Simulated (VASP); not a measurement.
# Pd (Fd-3m) in VASP: further runs

Pd is run at these levels: PBEsol; tasks: single point, relaxation of cell and atoms.

All numbers are computed with VASP 6.6.1; they aren't measurements. Logs are shortened: lines on timing, memory, paths and dates and some standing lists are left out, and cuts for length are marked.

## 1. The cell of the first run

Symmetry: Fd-3m, No. 227, cubic system. The conventional cell has a = 5.160 Å, b = 5.160 Å, c = 5.160 Å, α = 90.00°, β = 90.00°, γ = 90.00°. Pd (site symmetry -43m) has 4 Pd at 2.23 Å within 3.0 Å.

## 2. Single point, PBEsol

INCAR reads:

```
SYSTEM = Pd
  ALGO = Fast
  EDIFF = 1E-6
  ENCUT = 520
  GGA = PS
  ISIF = 2
  ISMEAR = 0
  LASPH = .True.
  LCHARG = .False.
  LREAL = .False.
  LWAVE = .False.
  NBANDS = 17
  NELM = 60
  PREC = Accurate
  SIGMA = 0.1
```

KPOINTS reads:

```
k-points
0
Gamma
  6 6 6
  0 0 0
```

POSCAR reads:

```
Pd
1.0
    0.0000000000      2.5797633767      2.5797633767
    2.5797633767      0.0000000000      2.5797633767
    2.5797633767      2.5797633767      0.0000000000
Pd
2
Direct
    0.5000000000      0.5000000000      0.5000000000
    0.7500000000      0.7500000000      0.7500000000
```

Potentials or basis: VASP PAW PBE potentials, release 64 (Pd).

Launch:

```console
$ cat potpaw_PBE.64/Pd/POTCAR > POTCAR
$ mpirun -np 1 vasp_std > vasp.out
```

OUTCAR:

```text
SYSTEM = Pd
   EDIFF = 1E-6
   ENCUT = 520
   GGA = PS
   ISIF = 2
   ISMEAR = 0
   LASPH = .True.
   LREAL = .False.
   NELM = 60
   PREC = Accurate

 ion  position               nearest neighbor table
   1  0.500  0.500  0.500-   2 2.23   2 2.23   2 2.23   2 2.23
   2  0.750  0.750  0.750-   1 2.23   1 2.23   1 2.23   1 2.23

  LATTYP: Found a face centered cubic cell.
 ALAT       =     5.1595267534

  Lattice vectors:

 A1 = (   0.0000000000,   2.5797633767,   2.5797633767)
 A2 = (   2.5797633767,   0.0000000000,   2.5797633767)
 A3 = (   2.5797633767,   2.5797633767,   0.0000000000)

Analysis of symmetry for initial positions (statically):
=====================================================================
 Subroutine PRICEL returns:
 Original cell was already a primitive cell.

 Routine SETGRP: Setting up the symmetry group for a
 face centered cubic supercell.

 Subroutine GETGRP returns: Found 48 space group operations
 (whereof 24 operations were pure point group operations)
 out of a pool of 48 trial point group operations.

The static configuration has the point symmetry T_d .
 The point group associated with its full space group is O_h .

Analysis of symmetry for dynamics (positions and initial velocities):
=====================================================================
 Subroutine PRICEL returns:
 Original cell was already a primitive cell.

 Routine SETGRP: Setting up the symmetry group for a
 face centered cubic supercell.

 Subroutine GETGRP returns: Found 48 space group operations
 (whereof 24 operations were pure point group operations)
 out of a pool of 48 trial point group operations.

The dynamic configuration has the point symmetry T_d .
 The point group associated with its full space group is O_h .

 Subroutine INISYM returns: Found 48 space group operations
 (whereof 24 operations are pure point group operations),
 and found     1 'primitive' translations

----------------------------------------------------------------------------------------

                                     Primitive cell

  volume of cell :      34.3376

  direct lattice vectors                    reciprocal lattice vectors
     0.000000000  2.579763377  2.579763377    -0.193816225  0.193816225  0.193816225
     2.579763377  0.000000000  2.579763377     0.193816225 -0.193816225  0.193816225
     2.579763377  2.579763377  0.000000000     0.193816225  0.193816225 -0.193816225

  length of vectors
     3.648336355  3.648336355  3.648336355     0.335699550  0.335699550  0.335699550

  position of ions in fractional coordinates (direct lattice)
     0.500000000  0.500000000  0.500000000
     0.750000000  0.750000000  0.750000000

  ion indices of the primitive-cell ions
   primitive index   ion index
                 1           1
                 2           2

----------------------------------------------------------------------------------------

 KPOINTS: k-points

Automatic generation of k-mesh.
 Grid dimensions read from file:
 generate k-points for:    6    6    6

 Generating k-lattice:

  Cartesian coordinates                     Fractional coordinates (reciprocal lattice)
    -0.032302704  0.032302704  0.032302704     0.166666667  0.000000000  0.000000000
     0.032302704 -0.032302704  0.032302704     0.000000000  0.166666667  0.000000000
     0.032302704  0.032302704 -0.032302704     0.000000000  0.000000000  0.166666667

  Length of vectors
     0.055949925  0.055949925  0.055949925

  Shift w.r.t. Gamma in fractional coordinates (k-lattice)
     0.000000000  0.000000000  0.000000000

 Subroutine IBZKPT returns following result:
 ===========================================

 Found     16 irreducible k-points:

 Following reciprocal coordinates:
            Coordinates               Weight
  0.000000  0.000000  0.000000      1.000000
  0.166667  0.000000  0.000000      8.000000
  0.333333  0.000000  0.000000      8.000000
  0.500000  0.000000  0.000000      4.000000
  0.166667  0.166667  0.000000      6.000000
  0.333333  0.166667  0.000000     24.000000
[... 8 lines left out ...]
 -0.333333  0.333333  0.166667     24.000000
 -0.333333  0.500000  0.166667     12.000000
   k-points           NKPTS =     16   k-points in BZ     NKDIM =     16   number of bands    NBANDS=     17
   number of dos      NEDOS =    301   number of ions     NIONS =      2
   total plane-waves  NPLWV =  21952
   dimension x,y,z NGX =    28 NGY =   28 NGZ =   28
   dimension x,y,z NGXF=    56 NGYF=   56 NGZF=   56
   ions per type =               2
   NGX,Y,Z   is equivalent  to a cutoff of  12.76, 12.76, 12.76 a.u.
   NGXF,Y,Z  is equivalent  to a cutoff of  25.52, 25.52, 25.52 a.u.
 SYSTEM =  Pd
   PREC   = accura    normal or accurate (medium, high low for compatibility)
   ISTART =      0    job   : 0-new  1-cont  2-samecut
   ICHARG =      2    charge: 1-file 2-atom 10-const
   ISPIN  =      1    spin polarized calculation?
   LNONCOLLINEAR =      F non collinear calculations
   LSORBIT =      F    spin-orbit coupling
   LASPH  =      T    aspherical Exc in radial PAW
   ENCUT  =  520.0 eV  38.22 Ry    6.18 a.u.   6.78  6.78  6.78*2*pi/ulx,y,z
   NELM   =     60;   NELMIN=  2; NELMDL= -5     # of ELM steps
   EDIFF  = 0.1E-05   stopping-criterion for ELM
   LREAL  =      F    real-space projection
   EDIFFG = 0.1E-04   stopping-criterion for IOM
   NSW    =      0    number of steps for IOM
   IBRION =     -1    ionic relax: 0-MD 1-quasi-New 2-CG
   NFREE  =      0    steps in history (QN), initial steepest desc. (CG)
   ISIF   =      2    stress and relaxation
   ISYM   =      2    0-nonsym 1-usesym 2-fastsym
   POTIM  = 0.5000    time-step for ionic-motion
   TEBEG  =    0.0;   TEEND  =   0.0 temperature during run
   PSTRESS=    0.0 pullay stress
   NELECT =      20.0000    total number of electrons
   NUPDOWN=      -1.0000    fix difference up-down
   EMIN   =  10.00;   EMAX   =-10.00  energy-range for DOS
   EFERMI =   0.00;   METHOD = LEGACY
   ISMEAR =     0;   SIGMA  =   0.10  broadening in eV -4-tet -1-fermi 0-gaus
   EFERMI_NEDOS =   21; number of points for ismear=-14 and -15
   IALGO  =     68    algorithm
   IMIX   =      4    mixing-type and parameters
     AMIX     =   0.40;   BMIX     =  1.00
     AMIX_MAG =   1.60;   BMIX_MAG =  1.00
  volume/ion in A,a.u.               =      17.17       115.86
  Fermi-wavevector in a.u.,A,eV,Ry     =   1.367188  2.583611 25.432057  1.869203
  Thomas-Fermi vector in A             =   2.493263
   LORBIT       =      0    0 simple, 1 ext, 2 COOP (PROOUT), +10 PAW based schemes
   GGA     = PS    functional components
   LHFCALC =     F    Hartree Fock is set to
   AEXX    =    0.0000 exact exchange contribution
   IVDW    =     0    specifies the selected vdW correction
   LEPSILON=     F    determine dielectric tensor
   LRPA    =     F    only Hartree local field effects (RPA)
 non-spin polarized calculation
 RMM-DIIS sequential band-by-band and
 Gauss-broadening in eV      SIGMA  =   0.10
  energy-cutoff  :      520.00
  volume of cell :       34.34
 maximum number of plane-waves:       941
   NGX = 13   NGY = 13   NGZ = 13

 number of electron      20.0000006 magnetization

 Free energy of the ion-electron system (eV)
  ---------------------------------------------------
  ext. energy  EPLUGINS =         0.00000000
  ---------------------------------------------------
  free energy    TOTEN  =        -7.93121525 eV

  energy without entropy =       -7.89668499  energy(sigma->0) =       -7.91395012

 E-fermi :   8.2444     XC(G=0): -12.1268

 val. band max:        8.2281281119   @ k =  -0.3333   0.3333   0.0000
 cond. band min:       8.2627026448   @ k =  -0.3333   0.1667   0.0000
 fundamental gap:      0.0345745329
 Fermi energy:         8.2443607127

 k-point     1 :       0.0000    0.0000    0.0000
  band No.  band energies     occupation
      1       1.5155      2.00000
      2       2.6503      2.00000
      3       2.6503      2.00000
      4       3.1209      2.00000
      5       3.1209      2.00000
      6       3.1209      2.00000
[... 9 lines left out ...]
     16      22.5316      0.00000
     17      23.1604      0.00000

 k-point     2 :       0.1667    0.0000    0.0000
  band No.  band energies     occupation
      1       2.0274      2.00000
      2       2.4669      2.00000
      3       2.4669      2.00000
      4       3.1479      2.00000
      5       3.4414      2.00000
      6       3.4414      2.00000
[... 9 lines left out ...]
     16      23.3961      0.00000
     17      23.3989      0.00000

 k-point     3 :       0.3333    0.0000    0.0000
  band No.  band energies     occupation
      1       2.5236      2.00000
      2       2.5236      2.00000
      3       2.7174      2.00000
      4       3.4432      2.00000
      5       3.4432      2.00000
      6       3.6045      2.00000
[... 9 lines left out ...]
     16      23.1209      0.00000
     17      23.1209      0.00000

 k-point     4 :       0.5000    0.0000    0.0000
  band No.  band energies     occupation
      1       2.8600      2.00000
      2       2.8677      2.00000
      3       2.8677      2.00000
      4       3.0261      2.00000
      5       3.0261      2.00000
      6       3.6763      2.00000
[... 9 lines left out ...]
     16      22.9729      0.00000
     17      22.9729      0.00000

 k-point     5 :       0.1667    0.1667    0.0000
  band No.  band energies     occupation
      1       2.1135      2.00000
      2       2.2412      2.00000
      3       2.9660      2.00000
      4       3.0844      2.00000
      5       3.0844      2.00000
      6       3.8710      2.00000
[... 9 lines left out ...]
     16      21.1387      0.00000
     17      24.3459      0.00000

 k-point     6 :       0.3333    0.1667    0.0000
  band No.  band energies     occupation
      1       2.0068      2.00000
      2       2.7197      2.00000
      3       2.9605      2.00000
      4       3.2957      2.00000
      5       3.5700      2.00000
      6       4.1732      2.00000
[... 9 lines left out ...]
     16      22.6082      0.00000
     17      24.5525      0.00000

 k-point     7 :       0.5000    0.1667    0.0000
  band No.  band energies     occupation
      1       2.1078      2.00000
      2       2.7242      2.00000
      3       2.7485      2.00000
      4       3.5205      2.00000
      5       3.9031      2.00000
      6       3.9655      2.00000
[... 9 lines left out ...]
     16      24.5915      0.00000
     17      25.0065      0.00000

 k-point     8 :      -0.3333    0.1667    0.0000
  band No.  band energies     occupation
      1       2.2719      2.00000
      2       2.3299      2.00000
      3       2.9848      2.00000
      4       3.4124      2.00000
      5       3.9590      2.00000
      6       4.0057      2.00000
[... 9 lines left out ...]
     16      24.0924      0.00000
     17      24.1703      0.00000

 k-point     9 :      -0.1667    0.1667    0.0000
  band No.  band energies     occupation
      1       2.1888      2.00000
      2       2.4873      2.00000
      3       2.7880      2.00000
      4       3.2573      2.00000
      5       3.3939      2.00000
      6       3.9834      2.00000
[... 9 lines left out ...]
     16      23.1125      0.00000
     17      23.2269      0.00000

 k-point    10 :       0.3333    0.3333    0.0000
  band No.  band energies     occupation
      1       1.8225      2.00000
      2       2.9595      2.00000
      3       2.9595      2.00000
      4       3.3328      2.00000
      5       3.8591      2.00000
      6       4.1752      2.00000
[... 9 lines left out ...]
     16      20.3507      0.00000
     17      27.2542      0.00000

 k-point    11 :       0.5000    0.3333    0.0000
  band No.  band energies     occupation
      1       1.8789      2.00000
      2       2.4576      2.00000
      3       2.8117      2.00000
      4       3.5944      2.00000
      5       4.3579      2.00000
      6       4.8018      2.00000
[... 9 lines left out ...]
     16      21.8725      0.00000
     17      27.7294      0.00000

 k-point    12 :      -0.3333    0.3333    0.0000
  band No.  band energies     occupation
      1       1.8493      2.00000
      2       2.5084      2.00000
      3       2.6763      2.00000
      4       4.1102      2.00000
      5       4.1813      2.00000
      6       4.6884      2.00000
[... 9 lines left out ...]
     16      25.6615      0.00000
     17      26.1634      0.00000

 k-point    13 :       0.5000    0.5000    0.0000
  band No.  band energies     occupation
      1       2.2082      2.00000
      2       2.2082      2.00000
      3       2.8800      2.00000
      4       2.8800      2.00000
      5       5.1591      2.00000
      6       5.1591      2.00000
[... 9 lines left out ...]
     16      19.6460      0.00000
     17      31.0346      0.00000

 k-point    14 :       0.5000    0.3333    0.1667
  band No.  band energies     occupation
      1       1.9859      2.00000
      2       2.2574      2.00000
      3       3.2763      2.00000
      4       3.5743      2.00000
      5       4.0482      2.00000
      6       4.6289      2.00000
[... 9 lines left out ...]
     16      22.6581      0.00000
     17      24.8359      0.00000

 k-point    15 :      -0.3333    0.3333    0.1667
  band No.  band energies     occupation
      1       1.9358      2.00000
      2       2.1217      2.00000
      3       3.2630      2.00000
      4       3.8975      2.00000
      5       4.1033      2.00000
      6       4.4958      2.00000
[... 9 lines left out ...]
     16      24.2361      0.00000
     17      26.0581      0.00000

 k-point    16 :      -0.3333    0.5000    0.1667
  band No.  band energies     occupation
      1       1.9673      2.00000
      2       1.9673      2.00000
      3       3.4445      2.00000
      4       3.4445      2.00000
      5       4.7876      2.00000
      6       4.7876      2.00000
[... 9 lines left out ...]
     16      21.8641      0.00000
     17      27.1575      0.00000

------------------------ aborting loop because EDIFF is reached ----------------------------------------

  FORCE on cell =-STRESS in cart. coord.  units (eV):
  Direction    XX          YY          ZZ          XY          YZ          ZX
  --------------------------------------------------------------------------------------
  -------------------------------------------------------------------------------------
  Total       10.6657071     10.6657071     10.6657071     -0.0000000     -0.0000000     -0.0000000
  in kB      497.6575745    497.6575745    497.6575745     -0.0000000     -0.0000000     -0.0000000
  external PRESSURE =     497.6575745 kB  Pullay stress =       0.0000000 kB

 VOLUME and BASIS-vectors are now :
 -----------------------------------------------------------------------------
  energy-cutoff  :      520.00
  volume of cell :       34.34
      direct lattice vectors                 reciprocal lattice vectors
     0.000000000  2.579763377  2.579763377    -0.193816225  0.193816225  0.193816225
     2.579763377  0.000000000  2.579763377     0.193816225 -0.193816225  0.193816225
     2.579763377  2.579763377  0.000000000     0.193816225  0.193816225 -0.193816225

 POSITION                                       TOTAL-FORCE (eV/Angst)
 -----------------------------------------------------------------------------------
      2.57976      2.57976      2.57976         0.000000      0.000000      0.000000
      3.86965      3.86965      3.86965        -0.000000     -0.000000     -0.000000
 -----------------------------------------------------------------------------------
    total drift:                                0.000000      0.000000      0.000000

  FREE ENERGIE OF THE ION-ELECTRON SYSTEM (eV)
  ---------------------------------------------------
  free  energy   TOTEN  =        -7.9312152512 eV

  energy  without entropy=       -7.8966849859  energy(sigma->0) =       -7.91395012
```

Wall time 6.6 s (1 thread of Intel Xeon 6975P-C (Granite Rapids), shared host); peak memory 0.15 GiB.

Results:

| Property | Result |
| --- | --- |
| Free energy | -7.9312 eV |
| Pressure | 49.8 GPa |
| Band gap on the k mesh | zero (band 10 reaches 8.34 eV, above the bottom of band 11 at 7.74 eV) |

Caveat: the PAW data sets were made with another functional, which shifts forces and pressure a little.

## 3. Single point, PBEsol

This run uses another cell than the first one, of 22.88 Å³/atom, 1.333 times its volume.

INCAR reads:

```
SYSTEM = Pd
PREC = Accurate ; ENCUT = 520
EDIFF = 1E-6 ; ISMEAR = 0
SIGMA = 0.1 ; LREAL = .False.
LASPH = .True. ; NELM = 100
ALGO = Normal ; ISIF = 2
LWAVE = .False. ; LCHARG = .False.
GGA = PS ; NBANDS = 17
```

KPOINTS reads:

```
Automatic mesh
0
Gamma
  6 6 6
  0 0 0
```

POSCAR reads:

```
Pd
1.0
    0.0000000000      2.8389838843      2.8389838843
    2.8389838843      0.0000000000      2.8389838843
    2.8389838843      2.8389838843      0.0000000000
Pd
2
Direct
    0.5000000000      0.5000000000      0.5000000000
    0.7500000000      0.7500000000      0.7500000000
```

Potentials or basis: VASP PAW PBE potentials, release 64 (Pd).

Launch:

```console
$ cat potpaw_PBE.64/Pd/POTCAR > POTCAR
$ mpirun -np 1 vasp_std > vasp.out
```

Run time: 7.9 s. Hardware: 1 thread of Intel Xeon 6975P-C (Granite Rapids), shared host; peak memory 0.16 GiB.

Results (log left out):

```yaml
Free_energy: -9.2499 eV
Pressure: -0.2 GPa
Band_gap_on_the_k_mesh: zero (band 10 reaches 4.46 eV, above the bottom of band 11 at 4.19 eV)
```

Levels at points of the mesh, in eV from the Fermi level:
| k point | band 6 | band 7 | band 8 | band 9 | band 10 | band 11 | band 12 | band 13 | band 14 | band 15 |
| --- | --- | --- | --- | --- | --- | --- | --- | --- | --- | --- |
| (0.00, 0.00, 0.00) | -3.48 | -1.44 | -1.44 | -1.44 | -0.16 | -0.16 | 12.03 | 12.03 | 12.03 | 12.47 |
| (0.50, 0.00, 0.00) | -3.25 | -1.09 | -1.09 | -0.35 | -0.35 | -0.22 | 1.35 | 8.76 | 8.76 | 10.60 |
| (0.50, 0.50, 0.00) | -2.06 | -1.97 | -1.97 | -0.16 | -0.16 | 1.96 | 1.96 | 4.83 | 4.83 | 9.72 |

Caveat: the PAW data sets were made with another functional, which shifts forces and pressure a little.

(Continued in part 2 of 2.)
